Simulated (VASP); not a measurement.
# LaNbO (P4/nmm) in VASP: notebook

The runs below take LaNbO through single point, relaxation of shape and atoms at fixed volume, with PBE.

Everything below comes from runs of VASP 6.6.1. Logs are shortened: lines on timing, memory, paths and dates and some standing lists are left out, and cuts for length are marked.

**1. The cell of the first run**

It takes space group P4/nmm (No. 129, tetragonal). Conventional cell: a = 3.605 Å, b = 3.605 Å, c = 8.426 Å, α = 90.00°, β = 90.00°, γ = 90.00°. La (site symmetry 4mm) has 5 O at 2.55 to 2.74 Å and 5 Nb at 3.40 to 3.41 Å and 8 La at 3.60 to 3.76 Å within 3.8 Å. Within 3.0 Å of Nb (site symmetry 4mm) lie 1 O at 2.28 Å and 4 Nb at 2.79 Å. Within 3.0 Å of O (site symmetry 4mm) lie 1 Nb at 2.28 Å and 5 La at 2.55 to 2.74 Å.

**2. Single point, PBE**

The input, INCAR:

```
  PREC = Accurate
  ENCUT = 520
  EDIFF = 1E-6
  ISMEAR = 0
  SIGMA = 0.1
  LREAL = False
  LASPH = True
  NELM = 80
  ALGO = Normal
  ISIF = 2
  LWAVE = False
  LCHARG = False
  GGA = PE
  NBANDS = 39
```

The input, KPOINTS:

```
regular mesh
0
Gamma
  8 8 4
```

The input, POSCAR:

```
LaNbO
1.0
    3.6047544522      0.0000000000      0.0000000000
    0.0000000000      3.6047544522      0.0000000000
    0.0000000000      0.0000000000      8.4260449651
La Nb O
2 2 2
Direct
    0.5000000000      0.0000000000      0.8362668879
    0.0000000000      0.5000000000      0.1637331121
    0.0000000000      0.5000000000      0.5673898313
    0.5000000000      0.0000000000      0.4326101687
    0.0000000000      0.5000000000      0.8384567948
    0.5000000000      0.0000000000      0.1615432052
```

Potentials or basis: VASP PAW PBE potentials, release 64 (La, Nb_sv, O).

Command:

```console
cat potpaw_PBE.64/La/POTCAR potpaw_PBE.64/Nb_sv/POTCAR potpaw_PBE.64/O/POTCAR > POTCAR
mpirun -np 1 vasp_std > vasp.out
```

OUTCAR:

```text
PREC = Accurate
   ENCUT = 520
   EDIFF = 1E-6
   ISMEAR = 0
   LREAL = False
   LASPH = True
   NELM = 80
   ISIF = 2
   GGA = PE

 ion  position               nearest neighbor table
   1  0.500  0.000  0.836-   5 2.55   5 2.55   5 2.55   5 2.55   6 2.74
   2  0.000  0.500  0.164-   6 2.55   6 2.55   6 2.55   6 2.55   5 2.74
   3  0.000  0.500  0.567-   5 2.28   4 2.79   4 2.79   4 2.79   4 2.79
   4  0.500  0.000  0.433-   6 2.28   3 2.79   3 2.79   3 2.79   3 2.79
   5  0.000  0.500  0.838-   3 2.28   1 2.55   1 2.55   1 2.55   1 2.55   2 2.74
   6  0.500  0.000  0.162-   4 2.28   2 2.55   2 2.55   2 2.55   2 2.55   1 2.74

  LATTYP: Found a simple tetragonal cell.
 ALAT       =     3.6047544522
 C/A-ratio  =     2.3374809788

  Lattice vectors:

 A1 = (   3.6047544522,   0.0000000000,   0.0000000000)
 A2 = (   0.0000000000,   3.6047544522,   0.0000000000)
 A3 = (   0.0000000000,   0.0000000000,   8.4260449651)

Analysis of symmetry for initial positions (statically):
=====================================================================
 Subroutine PRICEL returns:
 Original cell was already a primitive cell.

 Routine SETGRP: Setting up the symmetry group for a
 simple tetragonal supercell.

 Subroutine GETGRP returns: Found 16 space group operations
 (whereof  8 operations were pure point group operations)
 out of a pool of 16 trial point group operations.

The static configuration has the point symmetry D_2d.
 The point group associated with its full space group is D_4h.

Analysis of symmetry for dynamics (positions and initial velocities):
=====================================================================
 Subroutine PRICEL returns:
 Original cell was already a primitive cell.

 Routine SETGRP: Setting up the symmetry group for a
 simple tetragonal supercell.

 Subroutine GETGRP returns: Found 16 space group operations
 (whereof  8 operations were pure point group operations)
 out of a pool of 16 trial point group operations.

The dynamic configuration has the point symmetry D_2d.
 The point group associated with its full space group is D_4h.

 Subroutine INISYM returns: Found 16 space group operations
 (whereof  8 operations are pure point group operations),
 and found     1 'primitive' translations

----------------------------------------------------------------------------------------

                                     Primitive cell

  volume of cell :     109.4902

  direct lattice vectors                    reciprocal lattice vectors
     3.604754452  0.000000000  0.000000000     0.277411406  0.000000000  0.000000000
     0.000000000  3.604754452  0.000000000     0.000000000  0.277411406  0.000000000
     0.000000000  0.000000000  8.426044965     0.000000000  0.000000000  0.118679642

  length of vectors
     3.604754452  3.604754452  8.426044965     0.277411406  0.277411406  0.118679642

  position of ions in fractional coordinates (direct lattice)
     0.500000000  0.000000000  0.836266888
     0.000000000  0.500000000  0.163733112
     0.000000000  0.500000000  0.567389831
     0.500000000  0.000000000  0.432610169
     0.000000000  0.500000000  0.838456795
     0.500000000  0.000000000  0.161543205

  ion indices of the primitive-cell ions
   primitive index   ion index
                 1           1
                 2           2
                 3           3
                 4           4
                 5           5
                 6           6

----------------------------------------------------------------------------------------

 KPOINTS: regular mesh

Automatic generation of k-mesh.
 Grid dimensions read from file:
 generate k-points for:    8    8    4

 Generating k-lattice:

  Cartesian coordinates                     Fractional coordinates (reciprocal lattice)
     0.034676426  0.000000000  0.000000000     0.125000000  0.000000000  0.000000000
     0.000000000  0.034676426  0.000000000     0.000000000  0.125000000  0.000000000
     0.000000000  0.000000000  0.029669911     0.000000000  0.000000000  0.250000000

  Length of vectors
     0.034676426  0.034676426  0.029669911

  Shift w.r.t. Gamma in fractional coordinates (k-lattice)
     0.000000000  0.000000000  0.000000000

 Subroutine IBZKPT returns following result:
 ===========================================

 Found     45 irreducible k-points:

 Following reciprocal coordinates:
            Coordinates               Weight
  0.000000  0.000000  0.000000      1.000000
  0.125000  0.000000  0.000000      4.000000
  0.250000  0.000000  0.000000      4.000000
  0.375000  0.000000  0.000000      4.000000
  0.500000  0.000000  0.000000      2.000000
  0.125000  0.125000  0.000000      4.000000
[... 16 lines left out ...]
  0.375000  0.125000  0.250000     16.000000
  0.500000  0.125000  0.250000      8.000000
 [... further k-points ...]
   k-points           NKPTS =     45   k-points in BZ     NKDIM =     45   number of bands    NBANDS=     39
   number of dos      NEDOS =    301   number of ions     NIONS =      6
   total plane-waves  NPLWV =  50176
   dimension x,y,z NGX =    28 NGY =   28 NGZ =   64
   dimension x,y,z NGXF=    56 NGYF=   56 NGZF=  128
   ions per type =               2   2   2
   NGX,Y,Z   is equivalent  to a cutoff of  12.91, 12.91, 12.63 a.u.
   NGXF,Y,Z  is equivalent  to a cutoff of  25.83, 25.83, 25.25 a.u.
 SYSTEM =  unknown system
   PREC   = accura    normal or accurate (medium, high low for compatibility)
   ISTART =      0    job   : 0-new  1-cont  2-samecut
   ICHARG =      2    charge: 1-file 2-atom 10-const
   ISPIN  =      1    spin polarized calculation?
   LNONCOLLINEAR =      F non collinear calculations
   LSORBIT =      F    spin-orbit coupling
   LASPH  =      T    aspherical Exc in radial PAW
   ENCUT  =  520.0 eV  38.22 Ry    6.18 a.u.   6.70  6.70 15.67*2*pi/ulx,y,z
   NELM   =     80;   NELMIN=  2; NELMDL= -5     # of ELM steps
   EDIFF  = 0.1E-05   stopping-criterion for ELM
   LREAL  =      F    real-space projection
   EDIFFG = 0.1E-04   stopping-criterion for IOM
   NSW    =      0    number of steps for IOM
   IBRION =     -1    ionic relax: 0-MD 1-quasi-New 2-CG
   NFREE  =      0    steps in history (QN), initial steepest desc. (CG)
   ISIF   =      2    stress and relaxation
   ISYM   =      2    0-nonsym 1-usesym 2-fastsym
   POTIM  = 0.5000    time-step for ionic-motion
   TEBEG  =    0.0;   TEEND  =   0.0 temperature during run
   PSTRESS=    0.0 pullay stress
   NELECT =      60.0000    total number of electrons
   NUPDOWN=      -1.0000    fix difference up-down
   EMIN   =  10.00;   EMAX   =-10.00  energy-range for DOS
   EFERMI =   0.00;   METHOD = LEGACY
   ISMEAR =     0;   SIGMA  =   0.10  broadening in eV -4-tet -1-fermi 0-gaus
   EFERMI_NEDOS =   21; number of points for ismear=-14 and -15
   IALGO  =     38    algorithm
   IMIX   =      4    mixing-type and parameters
     AMIX     =   0.40;   BMIX     =  1.00
     AMIX_MAG =   1.60;   BMIX_MAG =  1.00
  volume/ion in A,a.u.               =      18.25       123.15
  Fermi-wavevector in a.u.,A,eV,Ry     =   1.339677  2.531623 24.418856  1.794735
  Thomas-Fermi vector in A             =   2.468050
   LORBIT       =      0    0 simple, 1 ext, 2 COOP (PROOUT), +10 PAW based schemes
   GGA     = PE    functional components
   LHFCALC =     F    Hartree Fock is set to
   AEXX    =    0.0000 exact exchange contribution
   IVDW    =     0    specifies the selected vdW correction
   LEPSILON=     F    determine dielectric tensor
   LRPA    =     F    only Hartree local field effects (RPA)
 non-spin polarized calculation
 Gauss-broadening in eV      SIGMA  =   0.10
  energy-cutoff  :      520.00
  volume of cell :      109.49
 maximum number of plane-waves:      2980
 NGX is ok and might be reduce to    28
   NGX = 13   NGY = 13   NGZ = 31

 number of electron      60.0000010 magnetization

 Free energy of the ion-electron system (eV)
  ---------------------------------------------------
  ext. energy  EPLUGINS =         0.00000000
  ---------------------------------------------------
  free energy    TOTEN  =       -50.56762884 eV

  energy without entropy =      -50.55143425  energy(sigma->0) =      -50.55953154

 E-fermi :  10.1529     XC(G=0): -11.3162

 val. band max:       10.1278172449   @ k =   0.1250   0.0000   0.5000
 cond. band min:      10.1614537205   @ k =   0.2500   0.0000   0.5000
 fundamental gap:      0.0336364757
 Fermi energy:        10.1528501149

 k-point     1 :       0.0000    0.0000    0.0000
  band No.  band energies     occupation
      1     -44.5678      2.00000
      2     -44.3025      2.00000
      3     -22.5510      2.00000
      4     -22.4005      2.00000
      5     -20.7606      2.00000
      6     -20.7606      2.00000
[... 31 lines left out ...]
     38      12.3255      0.00000
     39      12.3278      0.00000

 k-point     2 :       0.1250    0.0000    0.0000
  band No.  band energies     occupation
      1     -44.5571      2.00000
      2     -44.3119      2.00000
      3     -22.5244      2.00000
      4     -22.3854      2.00000
      5     -20.8090      2.00000
      6     -20.7600      2.00000
[... 31 lines left out ...]
     38      12.4618      0.00000
     39      12.4818      0.00000

 k-point     3 :       0.2500    0.0000    0.0000
  band No.  band energies     occupation
      1     -44.5267      2.00000
      2     -44.3390      2.00000
      3     -22.4566      2.00000
      4     -22.3503      2.00000
      5     -20.8746      2.00000
      6     -20.8038      2.00000
[... 832 lines left out ...]
 k-point    23 :       0.3750    0.1250    0.2500
  band No.  band energies     occupation
      1     -44.4773      2.00000
      2     -44.3833      2.00000
      3     -22.3629      2.00000
      4     -22.3026      2.00000
      5     -20.9056      2.00000
      6     -20.8664      2.00000
[... 31 lines left out ...]
     38      12.5254      0.00000
     39      12.6164      0.00000

 k-point    24 :       0.5000    0.1250    0.2500
  band No.  band energies     occupation
      1     -44.4296      2.00000
      2     -44.4296      2.00000
      3     -22.3111      2.00000
      4     -22.3111      2.00000
      5     -20.9038      2.00000
      6     -20.9038      2.00000
[... 31 lines left out ...]
     38      12.4628      0.00000
     39      12.6152      0.00000

 [... further k-points ...]

------------------------ aborting loop because EDIFF is reached ----------------------------------------

  FORCE on cell =-STRESS in cart. coord.  units (eV):
  Direction    XX          YY          ZZ          XY          YZ          ZX
  --------------------------------------------------------------------------------------
  -------------------------------------------------------------------------------------
  Total       -0.1767800     -0.1767800     -0.1630057      0.0000000     -0.0000000      0.0000000
  in kB       -2.5868344     -2.5868344     -2.3852740      0.0000000     -0.0000000      0.0000000
  external PRESSURE =      -2.5196476 kB  Pullay stress =       0.0000000 kB

 VOLUME and BASIS-vectors are now :
 -----------------------------------------------------------------------------
  energy-cutoff  :      520.00
  volume of cell :      109.49
      direct lattice vectors                 reciprocal lattice vectors
     3.604754452  0.000000000  0.000000000     0.277411406  0.000000000  0.000000000
     0.000000000  3.604754452  0.000000000     0.000000000  0.277411406  0.000000000
     0.000000000  0.000000000  8.426044965     0.000000000  0.000000000  0.118679642

 POSITION                                       TOTAL-FORCE (eV/Angst)
 -----------------------------------------------------------------------------------
      1.80238      0.00000      7.04642        -0.000000      0.000000     -0.009493
      0.00000      1.80238      1.37962         0.000000     -0.000000      0.009493
      0.00000      1.80238      4.78085        -0.000000     -0.000000     -0.007635
      1.80238      0.00000      3.64519         0.000000      0.000000      0.007635
      0.00000      1.80238      7.06487         0.000000      0.000000      0.009120
      1.80238      0.00000      1.36117         0.000000      0.000000     -0.009120
 -----------------------------------------------------------------------------------
    total drift:                                0.000000      0.000000      0.000000

  FREE ENERGIE OF THE ION-ELECTRON SYSTEM (eV)
  ---------------------------------------------------
  free  energy   TOTEN  =       -50.5676288364 eV

  energy  without entropy=      -50.5514342525  energy(sigma->0) =      -50.55953154
```

Run time: 1.8 min. Hardware: 1 thread of Intel Xeon 6975P-C (Granite Rapids), shared host; peak memory 0.34 GiB.

What came out:

```yaml
Free_energy: -50.5676 eV
Pressure: -0.3 GPa
Largest_force: 0.009 eV/Å
Band_gap_on_the_k_mesh: zero (bands 30 and 31 overlap by 0.73 eV)
```

Forces in eV/Å, atoms in the order of the input:
```
La   0.000  0.000 -0.009
La   0.000  0.000  0.009
Nb   0.000  0.000 -0.008
Nb   0.000  0.000  0.008
O    0.000  0.000  0.009
O    0.000  0.000 -0.009
```

Levels at points of the mesh, in eV from the Fermi level:
```tsv
k point	band 26	band 27	band 28	band 29	band 30	band 31	band 32	band 33	band 34	band 35
(0.00, 0.00, 0.00)	-3.04	-1.59	-1.02	-0.56	-0.44	0.75	0.75	0.94	0.94	1.27
(0.50, 0.00, 0.00)	-2.47	-0.92	-0.92	-0.61	-0.61	1.16	1.16	1.98	1.98	2.00
(0.50, 0.50, 0.00)	-1.56	-1.33	-1.33	-1.02	-1.02	0.23	0.23	1.82	1.82	1.98
(0.00, 0.00, 0.50)	-3.00	-1.46	-1.43	-0.56	0.29	0.40	0.40	1.12	1.12	1.37
(0.50, 0.00, 0.50)	-2.55	-0.97	-0.97	-0.14	-0.14	1.45	1.45	2.03	2.03	2.08
(0.50, 0.50, 0.50)	-2.03	-1.28	-1.28	0.07	0.07	0.71	0.71	1.21	1.21	2.03
```

Caveat: spin-orbit coupling is left out, which moves the levels of the heavy elements.

**3. Relaxation of shape and atoms at fixed volume, PBE (16.06 Å³/atom)**

This run uses another cell than the first one, of 16.06 Å³/atom.

The input, INCAR:

```
  PREC = Accurate
  ENCUT = 600
  EDIFF = 1E-6
  ISMEAR = 0
  SIGMA = 0.1
  LREAL = False
  LASPH = True
  NELM = 60
  ALGO = Normal
  ISIF = 4
  LWAVE = False
  LCHARG = False
  GGA = PE
  IBRION = 2
  NSW = 50
  EDIFFG = -0.01
```

The input, KPOINTS:

```
Automatic mesh
0
Gamma
  8 8 4
```

The input, POSCAR:

```
LaNbO
1.0
    3.4674515160      0.0000000000      0.0000000000
    0.0000000000      3.4674515160      0.0000000000
    0.0000000000      0.0000000000      8.0129407254
La Nb O
2 2 2
Direct
    0.5000000000      0.0000000000      0.8413301781
    0.0000000000      0.5000000000      0.1586698219
    0.0000000000      0.5000000000      0.5680794948
    0.5000000000      0.0000000000      0.4319205052
    0.0000000000      0.5000000000      0.8394873130
    0.5000000000      0.0000000000      0.1605126870
```

Potentials or basis: VASP PAW PBE potentials, release 64 (La, Nb_sv, O).

Command:

```console
cat potpaw_PBE.64/La/POTCAR potpaw_PBE.64/Nb_sv/POTCAR potpaw_PBE.64/O/POTCAR > POTCAR
mpirun -np 1 vasp_std > vasp.out
```

OUTCAR:

```text
PREC = Accurate
   ENCUT = 600
   EDIFF = 1E-6
   ISMEAR = 0
   LREAL = False
   LASPH = True
   NELM = 60
   ISIF = 4
   GGA = PE
   IBRION = 2
   NSW = 50
   EDIFFG = -0.01

 ion  position               nearest neighbor table
   1  0.500  0.000  0.841-   5 2.45   5 2.45   5 2.45   5 2.45   6 2.56   4 3.28   3 3.29   3 3.29
                             3 3.29   3 3.29   2 3.53   2 3.53   2 3.53   2 3.53
   2  0.000  0.500  0.159-   6 2.45   6 2.45   6 2.45   6 2.45   5 2.56   3 3.28   4 3.29   4 3.29
                             4 3.29   4 3.29   1 3.53   1 3.53   1 3.53   1 3.53
   3  0.000  0.500  0.568-   5 2.17   4 2.68   4 2.68   4 2.68   4 2.68   2 3.28   1 3.29   1 3.29
                             1 3.29   1 3.29
   4  0.500  0.000  0.432-   6 2.17   3 2.68   3 2.68   3 2.68   3 2.68   1 3.28   2 3.29   2 3.29
                             2 3.29   2 3.29
[... 442 lines left out ...]
  ---------------------------------------------------
  ext. energy  EPLUGINS =         0.00000000
  ---------------------------------------------------
  free energy    TOTEN  =       -49.81705955 eV

  energy without entropy =      -49.79922533  energy(sigma->0) =      -49.80814244

 E-fermi :  11.7462     XC(G=0): -11.9755

 val. band max:       11.7270767802   @ k =   0.3750   0.3750   0.2500
 cond. band min:      11.7466987259   @ k =   0.2500   0.2500   0.2500
 fundamental gap:      0.0196219456
 Fermi energy:        11.7461580390

 k-point     1 :       0.0000    0.0000    0.0000
  band No.  band energies     occupation
      1     -42.8718      2.00000
      2     -42.4635      2.00000
      3     -20.7464      2.00000
      4     -20.4271      2.00000
      5     -19.1723      2.00000
      6     -19.1723      2.00000
[... 925 lines left out ...]
     35      14.2584      0.00000
     36      14.2584      0.00000

 [... further k-points ...]
[... 5 lines left out ...]
  --------------------------------------------------------------------------------------
  -------------------------------------------------------------------------------------
  Total       12.3953370     12.3953370     12.4037629      0.0000000      0.0000000      0.0000000
  in kB      206.1371168    206.1371168    206.2772414      0.0000000      0.0000000      0.0000000
  external PRESSURE =     206.1838250 kB  Pullay stress =       0.0000000 kB
[... 21 lines left out ...]
  FREE ENERGIE OF THE ION-ELECTRON SYSTEM (eV)
  ---------------------------------------------------
  free  energy   TOTEN  =       -49.8170595513 eV

  energy  without entropy=      -49.7992253263  energy(sigma->0) =      -49.80814244

 reached required accuracy - stopping structural energy minimisation
```

OSZICAR:

```text
N       E                     dE             d eps       ncg     rms          rms(c)
DAV:   1     0.916425333465E+03    0.91643E+03   -0.28100E+04  3496   0.294E+03
DAV:   2     0.182581620795E+03   -0.73384E+03   -0.70164E+03  4176   0.590E+02
[... 54 lines left out ...]
DAV:   1    -0.498169437187E+02    0.80588E-04   -0.16739E-02  4204   0.113E+00    0.563E-02
DAV:   2    -0.498170901518E+02   -0.14643E-03   -0.20426E-03  5700   0.478E-01    0.311E-02
DAV:   3    -0.498170692313E+02    0.20921E-04   -0.17490E-04  5928   0.100E-01    0.212E-02
DAV:   4    -0.498170607782E+02    0.84531E-05   -0.28735E-05  5740   0.428E-02    0.109E-02
DAV:   5    -0.498170595406E+02    0.12376E-05   -0.80238E-06  4856   0.232E-02    0.375E-03
DAV:   6    -0.498170595513E+02   -0.10694E-07   -0.10454E-06  2296   0.147E-02
   7 F= -.49817060E+02 E0= -.49808142E+02  d E =-.356869E-04
```

It took 7.3 min on 1 thread of Intel Xeon 6975P-C (Granite Rapids), shared host; peak memory 0.36 GiB.

Results:

| Property | Result |
| --- | --- |
| Free energy | -49.8171 eV |
| Energy gained by relaxing | 0.2 meV/atom |
| Ionic steps | 7 |
| Pressure after relaxing | 20.6 GPa |
| Largest force after relaxing | 0.004 eV/Å |
| Band gap on the k mesh | zero (bands 30 and 31 overlap by 0.79 eV) |

Forces on the atoms (eV/Å):
```
La   0.000  0.000 -0.003
La   0.000  0.000  0.003
Nb   0.000  0.000  0.004
Nb   0.000  0.000 -0.004
O    0.000  0.000 -0.004
O    0.000  0.000  0.004
```

Step by step:
| step | energy change (eV) | largest force (eV/Å) | pressure (GPa) | volume (Å³) |
| --- | --- | --- | --- | --- |
| 1 | 0.0000 | 0.1000 | 20.74 | 96.34 |
| 2 | -0.0010 | 0.0440 | 20.66 | 96.34 |
| 3 | -0.0011 | 0.0249 | 20.64 | 96.34 |
| 4 | -0.0010 | 0.0364 | 20.59 | 96.34 |
| 5 | -0.0011 | 0.0160 | 20.63 | 96.34 |
| 6 | -0.0011 | 0.0197 | 20.62 | 96.34 |
| 7 | -0.0011 | 0.0043 | 20.62 | 96.34 |

Final structure:
```
La Nb O
1.0
     3.46973    0.00000    0.00000
     0.00000    3.46973    0.00000
     0.00000    0.00000    8.00241
La Nb O
2 2 2
Cartesian
  1.7349 0.0000 6.7411
  0.0000 1.7349 1.2613
  0.0000 1.7349 4.5479
  1.7349 0.0000 3.4545
  0.0000 1.7349 6.7199
  1.7349 0.0000 1.2826
```

Caveat: spin-orbit coupling is left out, which moves the levels of the heavy elements.
